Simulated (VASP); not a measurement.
Wanted: the native input for a VASP 6.6.1 run.

```yaml
Task: single point
Functional: PBE
Potentials_or_basis: VASP PAW PBE potentials, release 64 (Ga_d, N)
Cutoff: 520 eV
k_mesh: 15 × 15 × 15
Occupations: fermi-dirac, width 0.1 eV
Spin: no spin polarisation
Dipole_correction: no
Further_INCAR_settings: ALGO = Normal; EDIFF = 1e-06; NBANDS = 16
```

The structure of GaN (rocksalt type) lies in POSCAR:

```
GaN
1.0
    0.0000000000      1.8393059244      1.8393059244
    1.8393059244      0.0000000000      1.8393059244
    1.8393059244      1.8393059244      0.0000000000
Ga N
1 1
Direct
    0.0000000000      0.0000000000      0.0000000000
    0.5000000000      0.5000000000      0.5000000000
```

This cell differs from its parent crystal: volume scaled by 0.64.

The input as run:

INCAR

```
SYSTEM = GaN
PREC = Accurate
ENCUT = 520
EDIFF = 1E-6
ISMEAR = -1
SIGMA = 0.1
LREAL = .False.
LASPH = .True.
NELM = 100
ALGO = Normal
ISIF = 2
LWAVE = .False.
LCHARG = .True.
GGA = PE
LELF = .True.
LVHAR = .True.
NBANDS = 16
```

KPOINTS

```
Automatic mesh
0
Gamma
  15 15 15
  0 0 0
```

Potentials or basis: VASP PAW PBE potentials, release 64 (Ga_d, N).

The run is started by

```console
$ cat potpaw_PBE.64/Ga_d/POTCAR potpaw_PBE.64/N/POTCAR > POTCAR
$ mpirun -np 1 vasp_std > vasp.out
```

It gave:

- Pressure: 255.4 GPa
- Band gap on the k mesh: 3.82 eV, indirect (least direct gap 6.52 eV)

Wall time 19 s on 1 thread of Intel Xeon 6975P-C (shared host), peak memory 0.14 GiB.
